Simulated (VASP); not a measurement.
Write the native input for VASP 6.6.1 that does the following.

```yaml
Task: relaxation of cell and atoms
Functional: PBE
Potentials_or_basis: VASP PAW PBE potentials, release 64 (Sn_d, Te)
Cutoff: 600 eV
k_mesh: 13 × 13 × 13
Occupations: fermi-dirac, width 0.08 eV
Spin: no spin polarisation
Target_pressure: 55 GPa
Dipole_correction: no
Further_INCAR_settings: ALGO = Normal; EDIFF = 1e-06; IBRION = 2; EDIFFG = -0.005; NSW = 32; ISIF = 3
```

The structure of SnTe (rocksalt type) lies in POSCAR:

```
SnTe
1.0
    0.0000000000      2.7333847399      2.7333847399
    2.7333847399      0.0000000000      2.7333847399
    2.7333847399      2.7333847399      0.0000000000
Sn Te
1 1
Direct
    0.0000000000      0.0000000000      0.0000000000
    0.5000000000      0.5000000000      0.5000000000
```

These files were run (other wordings do the same):

INCAR

```
PREC = Accurate
ENCUT = 600
EDIFF = 1E-6
ISMEAR = -1
SIGMA = 0.08
LREAL = False
LASPH = True
NELM = 80
ALGO = Normal
ISIF = 3
LWAVE = False
LCHARG = False
GGA = PE
IBRION = 2
NSW = 32
EDIFFG = -0.005
PSTRESS = 550.0
```

KPOINTS

```
Automatic mesh
0
Gamma
  13 13 13
```

Potentials or basis: VASP PAW PBE potentials, release 64 (Sn_d, Te).

Command:

```bash
$ cat potpaw_PBE.64/Sn_d/POTCAR potpaw_PBE.64/Te/POTCAR > POTCAR
$ mpirun -np 1 vasp_std > vasp.out
```

It gave:

* Relaxed volume: 20.43 Å³/atom
* Relaxed cell: a = 3.866 Å, b = 3.866 Å, c = 3.866 Å, α = 60.00°, β = 60.00°, γ = 60.00°
* Space group after relaxing (to 0.1 Å): Fm-3m (No. 225)
* Energy change on relaxing (the run minimises the enthalpy): -3.1 meV/atom
* Ionic steps: 3
* Pressure after relaxing: 55.0 GPa

Caveat: the cell is relaxed towards a set pressure, so the run minimises the enthalpy, not the energy.

Wall time 2.2 min on 1 thread of Intel Xeon 8259CL, with other jobs on the host, peak memory 0.22 GiB.
